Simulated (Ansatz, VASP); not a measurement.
Two plane-wave programs on Si8O

The input INCAR:

```
PREC = Accurate
ENCUT = 520
EDIFF = 1E-6
ISMEAR = 0
SIGMA = 0.05
LREAL = F
LASPH = T
NELM = 150
ALGO = Normal
ISIF = 2
LWAVE = F
LCHARG = F
ISPIN = 2
MAGMOM = 0 0 0 0 0 0 0 0 2
LORBIT = 11
LDIPOL = T
IDIPOL = 3
DIPOL = 0.5 0.5 0.311
GGA = PE
IVDW = 12
NBANDS = 33
```

The input KPOINTS:

```
regular mesh
0
Gamma
  7 4 1
```

File POSCAR:

```
Si8O
1.0
    3.8155170209      0.0000000000      0.0000000000
    0.0000000000      6.3129357835      0.0000000000
    0.0000000000      0.0000000000     21.3318711348
Si O
8 1
Direct
    0.0000000000      0.9369021389      0.1875128522
    0.0000000000      0.5630978611      0.1875128522
    0.5000000000      0.4369021389      0.2391466205
    0.5000000000      0.0630978611      0.2391466205
    0.5000000000      0.9332664455      0.3430438269
    0.5000000000      0.5667335545      0.3430438269
    0.0000000000      0.4266292811      0.3858954089
    0.0000000000      0.0733707189      0.3858954089
    0.0000000000      0.7599626144      0.4890274777
```

Input for Ansatz:

```yaml
crystal:
  lattice:
    - [3.8155170209, 0.0, 0.0]
    - [0.0, 6.3129357835, 0.0]
    - [0.0, 0.0, 21.3318711348]
  atoms:
    - { symbol: Si, position: [0.0, 0.9369021389, 0.1875128522] }
    - { symbol: Si, position: [0.0, 0.5630978611, 0.1875128522] }
    - { symbol: Si, position: [0.5, 0.4369021389, 0.2391466205] }
    - { symbol: Si, position: [0.5, 0.0630978611, 0.2391466205] }
    - { symbol: Si, position: [0.5, 0.9332664455, 0.3430438269] }
    - { symbol: Si, position: [0.5, 0.5667335545, 0.3430438269] }
    - { symbol: Si, position: [0.0, 0.4266292811, 0.3858954089] }
    - { symbol: Si, position: [0.0, 0.0733707189, 0.3858954089] }
    - { symbol: O, position: [0.0, 0.7599626144, 0.4890274777], spin: 2.0 }
basis:
  ecutwfc: 420
kpoints:
  mp_grid: { grid: [7, 4, 1] }
hamiltonian:
  xc: pbe
  pseudopotentials: { kind: paw, azcp: { folder: soft_1 } }
  dispersion: d3bj
scf:
  occupations: { method: gaussian, width: 0.05 }
output:
  forces: true
  eigenvalues: true
  populations: true
magnetization:
  spin_polarized: true
efield:
  axis: 3
  dipole_correction: true
  ramp_width: 0.04
```

Alike in both runs: task single point; functional PBE; dispersion D3(BJ); k mesh 7 × 4 × 1; occupations gaussian, width 0.05 eV; collinear spin.

|  | VASP | Ansatz |
| --- | --- | --- |
| version | VASP 6.6.1 | Ansatz 0.2.0 |
| potentials or method | VASP PAW PBE potentials, release 64 (Si, O), cutoff 520 eV | scalar-relativistic, plane waves, PAW |
| valence electrons in the cell | 38 | 38 |

|  | VASP | Ansatz | Ansatz less VASP |
| --- | --- | --- | --- |
| gap on the k mesh at the Fermi level (eV) | none | none | - |
| rms of the force components (eV/Å) | 0.526 | 0.527 | +0.0011 |
| net moment per atom (μB) | 0.16 | 0.16 | 0.000 |
| size of the moment on the site where the two differ most (μB) | 1.17 | 1.44 | +0.272 |

Site moments also hang on the region over which each program counts them. Atom by atom the forces differ by 0.002 eV/Å (rms over components). A gap of «none» marks a metal or a gap that the smearing closes.
